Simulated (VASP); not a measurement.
ZrTi3C4: single point with PBE

ZrTi3C4:

```
Zr Ti C
1.0
     3.14948    0.00000    0.00000
     0.00000    3.14948    0.00000
     0.00000    0.00000    8.85671
Zr Ti C
1 3 4
Direct
  0.00000 0.00000 0.00000
  0.50000 0.50000 0.25929
  0.00000 0.00000 0.50000
  0.50000 0.50000 0.74071
  0.00000 0.00000 0.26021
  0.50000 0.50000 0.50000
  0.00000 0.00000 0.73979
  0.50000 0.50000 0.00000
```

```json
{
 "Program": "VASP 6.6.1",
 "Task": "single point",
 "Functional": "PBE",
 "Potentials or basis": "VASP PAW PBE potentials, release 64 (Zr_sv, Ti_sv, C)",
 "Cutoff": "520 eV",
 "k mesh": "12 × 12 × 4",
 "Occupations": "gaussian, width 0.1 eV",
 "Spin": "no spin polarisation",
 "Dipole correction": "no",
 "Further INCAR settings": "ALGO = Normal; EDIFF = 1e-06; NBANDS = 42"
}
```

```
Pressure               : 0.2 GPa
Largest force          : 0.004 eV/Å
Band gap on the k mesh : zero (bands 32 and 33 overlap by 0.59 eV)
```

Forces in eV/Å, atoms in the order of the input:
```
Zr   0.000  0.000  0.000
Ti   0.000  0.000 -0.004
Ti   0.000  0.000  0.000
Ti   0.000  0.000  0.004
C    0.000  0.000 -0.004
C    0.000  0.000  0.000
C    0.000  0.000  0.004
C    0.000  0.000  0.000
```

Levels at points of the mesh, in eV from the Fermi level:
```csv
k point,band 29,band 30,band 31,band 32,band 33,band 34,band 35,band 36
"(0.00, 0.00, 0.00)",-0.54,-0.54,0.06,0.06,0.76,0.76,0.76,1.38
"(0.50, 0.00, 0.00)",-2.59,-2.57,-2.41,-2.24,1.89,2.31,2.68,2.69
"(0.50, 0.50, 0.00)",-1.61,-1.61,-0.29,0.13,0.13,0.21,2.53,2.64
"(0.00, 0.00, 0.50)",-0.36,-0.36,0.05,0.05,0.09,0.09,0.24,0.39
"(0.50, 0.00, 0.50)",-2.63,-2.58,-2.49,-2.41,2.24,2.35,2.42,2.45
"(0.50, 0.50, 0.50)",-1.71,-1.70,-1.52,-1.41,1.16,1.16,1.36,1.36
```

Wall time 4.2 min on 1 thread of AMD EPYC 9R45 96-Core Processor (Zen 5) (shared host), peak memory 0.34 GiB.
